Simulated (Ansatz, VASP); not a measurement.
## Two plane-wave programs on MnO

```
CELL_PARAMETERS angstrom
0.00000 2.43651 2.43651
2.43651 0.00000 2.43651
2.43651 2.43651 0.00000
ATOMIC_POSITIONS crystal
Mn 0.00000 0.00000 0.00000
O 0.25000 0.25000 0.25000
```

Alike in both runs: task single point; functional HF; k mesh 5 × 5 × 5; occupations fermi-dirac, width 0.05 eV; collinear spin.

```csv
,VASP,Ansatz
version,VASP 6.6.1,Ansatz 0.2.0
potentials or method,"VASP PAW PBE potentials, release 64 (Mn_pv, O)",Ansatz PAW
plane-wave cutoff (eV),520,420
valence electrons in the cell,19,21
```

|  | VASP | Ansatz | Ansatz less VASP |
| --- | --- | --- | --- |
| gap on the k mesh at the Fermi level (eV) | 9.24 | 9.24 | -0.003 |
| least direct gap on the mesh (eV) | 9.24 | 9.24 | -0.003 |
| pressure (GPa) | 0.8 | 0.1 | -0.73 |
| net moment per atom (μB) | 2.50 | 2.50 | 0.000 |
| size of the moment on the site where the two differ most (μB) | 4.72 | 4.36 | -0.360 |

VASP's potentials were made for PBE, not for HF. Site moments also hang on the region over which each program counts them. VASP's potentials hold 19 valence electrons a cell and Ansatz's 21, so a difference there can come from the potentials and not from the codes.

The k mesh is coarse, so the values compare programs but aren't converged. Noted on Ansatz's run: the magnetic or orbital state may not be the lowest; Pulay correction over one GPa; odd divisions of the mesh miss points on the zone boundary, where band edges often lie, so the gap on the mesh can be too wide.
